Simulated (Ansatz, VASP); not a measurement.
## One calculation of BN, two programs

Contents of INCAR:

```
PREC = Accurate
ENCUT = 520
EDIFF = 1E-7
ISMEAR = 0
SIGMA = 0.05
LREAL = False
LASPH = True
NELM = 60
ALGO = Normal
ISIF = 2
LWAVE = False
LCHARG = False
IBRION = 2
NSW = 50
EDIFFG = -0.01
```

The input KPOINTS:

```
Automatic mesh
0
Gamma
  12 12 4
```

Contents of POSCAR:

```
BN
1.0
    2.7620704039      0.0000000000      0.0000000000
   -1.3810352019      2.1549757989      0.0000000000
    0.0000000000      0.0000000000      6.0191680927
B N
2 2
Direct
    0.3333333333      0.6666666667      0.2500000000
    0.6666666667      0.3333333333      0.7500000000
    0.3333333333      0.6666666667      0.7500000000
    0.6666666667      0.3333333333      0.2500000000
```

Input for Ansatz:

```yaml
crystal:
  lattice:
    - [2.7620704039, 0.0, 0.0]
    - [-1.3810352019, 2.1549757989, 0.0]
    - [0.0, 0.0, 6.0191680927]
  atoms:
    - { symbol: B, position: [0.3333333333, 0.6666666667, 0.25] }
    - { symbol: B, position: [0.6666666667, 0.3333333333, 0.75] }
    - { symbol: "N", position: [0.3333333333, 0.6666666667, 0.75] }
    - { symbol: "N", position: [0.6666666667, 0.3333333333, 0.25] }
basis:
  ecutwfc: 520.0
kpoints:
  mp_grid: { grid: [12, 12, 4] }
hamiltonian:
  xc: lda
  pseudopotentials: { kind: paw, azcp: { folder: soft_1 } }
scf:
  occupations: { method: gaussian, width: 0.05 }
output:
  forces: true
  stress: true
  eigenvalues: true
  write_density: true
  write_potential: true
  elf: true
  volumetric_format: npy
relax:
  adjacent_minimum: "off"
  f_tol: 0.01
  max_steps: 30
```

Change from the starting cell: normal strain along x +0.1100, normal strain along z -0.0733.

Alike in both runs: task relaxation of the atoms; functional LDA; k mesh 12 × 12 × 4; occupations gaussian, width 0.05 eV; no spin polarisation.

```csv
,VASP,Ansatz
version,VASP 6.6.1,Ansatz 0.2.0
potentials or method,"VASP PAW LDA potentials, release 64 (B, N), cutoff 520 eV","scalar-relativistic, plane waves, PAW"
valence electrons in the cell,16,16
```

Ansatz gave:

| Item | Value |
| --- | --- |
| gap on the k mesh at the Fermi level, each at its own relaxed structure (eV) | 3.33 |

Task: What did VASP give for the same quantities?

Result: gap on the k mesh at the Fermi level, each at its own relaxed structure (eV): 3.27.

Ansatz warns that its potentials were made for another functional, while VASP's fit it. LDA's correlation is that of Perdew and Zunger in VASP and of Perdew and Wang (1992) in Ansatz. Ansatz's warnings: stress scf threshold loose.
